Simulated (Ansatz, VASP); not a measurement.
# TePb: VASP beside Ansatz

```
CELL_PARAMETERS angstrom
2.29414 -6.49723 0.00000
2.29414 6.49723 0.00000
0.00000 0.00000 4.76384
ATOMIC_POSITIONS crystal
Te 0.86986 0.13014 0.75000
Te 0.13014 0.86986 0.25000
Pb 0.63688 0.36312 0.75000
Pb 0.36312 0.63688 0.25000
```

Alike in both runs: functional PBE; k mesh 4 × 4 × 4; occupations gaussian, width 0.1 eV; no spin polarisation.

Ansatz relaxed the structure, and its values are those at the end. VASP's run is a single point on that final structure, the one shown.

|  | VASP | Ansatz |
| --- | --- | --- |
| version | VASP 6.6.1 | Ansatz 0.2.0 |
| potentials or method | VASP PAW PBE potentials, release 64 (Te, Pb_d), cutoff 500 eV | scalar-relativistic, plane waves, PAW |
| valence electrons in the cell | 40 | 60 |

Ansatz gave:

| Quantity | Value |
| --- | --- |
| gap on the k mesh at the Fermi level (eV) | 1.09 |
| least direct gap on the mesh (eV) | 1.24 |
| pressure (GPa) | 0.0 |
| rms of the force components (eV/Å) | 0.002 |

What did VASP give for the same quantities?

gap on the k mesh at the Fermi level (eV): 1.09; least direct gap on the mesh (eV): 1.24; pressure (GPa): 0.0; rms of the force components (eV/Å): 0.005.

With one functional, cell and mesh, what is left measures potentials, basis and numerics. VASP's potentials hold 40 valence electrons a cell and Ansatz's 60, so a difference there can come from the potentials and not from the codes.

Neither program's run includes spin-orbit coupling.
